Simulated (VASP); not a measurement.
Write the native input for VASP 6.6.1 that does the following.

```
Task                   : relaxation of the atoms
Functional             : PBE
Dispersion             : D3(BJ)
Potentials or basis    : VASP PAW PBE potentials, release 64 (H)
Cutoff                 : 520 eV
k mesh                 : 1 × 1 × 1
Occupations            : fermi-dirac, width 0.05 eV
Spin                   : no spin polarisation
Dipole correction      : no
Further INCAR settings : LREAL = Auto; ALGO = Normal; EDIFF = 1e-07; IBRION = 2; EDIFFG = -0.3; NSW = 35
```

The structure of H lies in POSCAR:

```
H
1.0
    6.2144650000      0.0000000000      0.0000000000
    0.0000000000      6.2144650000      0.0000000000
    0.0000000000      0.0000000000      6.2144650000
H
16
Direct
    0.4213224000      0.8487526000      0.3661644000
    0.4241300000      0.8547562000      0.2477287000
    0.7610033000      0.5361285000      0.2922960000
    0.8652758000      0.5843361000      0.2627289000
    0.5087871000      0.3681984000      0.9770520000
    0.5509730000      0.3116492000      0.8816922000
    0.1554336000      0.3109914000     -0.0361264000
    0.1178462000      0.2457566000      0.0555390000
    0.4042834000      0.4152636000      0.3730441000
    0.3760777000      0.3284815000      0.2972532000
    0.1723466000      0.9503963000      0.1024184000
    0.1810364000      0.8329560000      0.1166731000
    0.0750212000      0.8748763000      0.7338915000
    0.1030530000      0.9438756000      0.6415646000
    0.4534171000      0.3062262000      0.6185603000
    0.3771859000      0.3831900000      0.6668958000
```

These files were run (other wordings do the same):

INCAR

```
SYSTEM = H
PREC     = Accurate       ! precision mode
ENCUT    = 520            ! plane-wave cutoff, eV
EDIFF    = 1E-7           ! SCF threshold, eV
ISMEAR   = -1             ! smearing method
SIGMA    = 0.05           ! smearing width, eV
LREAL    = Auto         
LASPH    = .True.         ! aspherical terms in the spheres
NELM     = 60             ! most SCF steps
ALGO     = Normal         ! electronic algorithm
ISIF     = 2              ! what is computed and relaxed
LWAVE    = .False.        ! write WAVECAR
LCHARG   = .False.        ! write CHGCAR
GGA      = PE             ! functional
IVDW     = 12             ! dispersion correction
IBRION   = 2              ! ionic algorithm
NSW      = 35             ! ionic steps
EDIFFG   = -0.3           ! ionic threshold
```

KPOINTS

```
Automatic mesh
0
Gamma
  1 1 1
  0 0 0
```

Potentials or basis: VASP PAW PBE potentials, release 64 (H).

Run with:

```bash
$ cat potpaw_PBE.64/H/POTCAR > POTCAR
$ mpirun -np 1 vasp_gam > vasp.out
```

Results of the run:

```json
{
 "Energy gained by relaxing": "34.0 meV/atom",
 "Ionic steps": "9",
 "Pressure after relaxing": "0.8 GPa",
 "Largest force after relaxing": "0.160 eV/Å",
 "Band gap on the k mesh": "8.34 eV",
 "Dispersion energy per atom": "-0.015 eV"
}
```

Caveat: the k points lie up to 1.01 Å⁻¹ apart; the relaxation stopped at a loose force limit of 0.3 eV/Å, so its end isn't a converged minimum.

Run time: 74 s on 1 thread of Intel(R) Xeon(R) Platinum 8375C CPU @ 2.90GHz (Ice Lake), with other jobs on the host, peak memory 0.31 GiB.
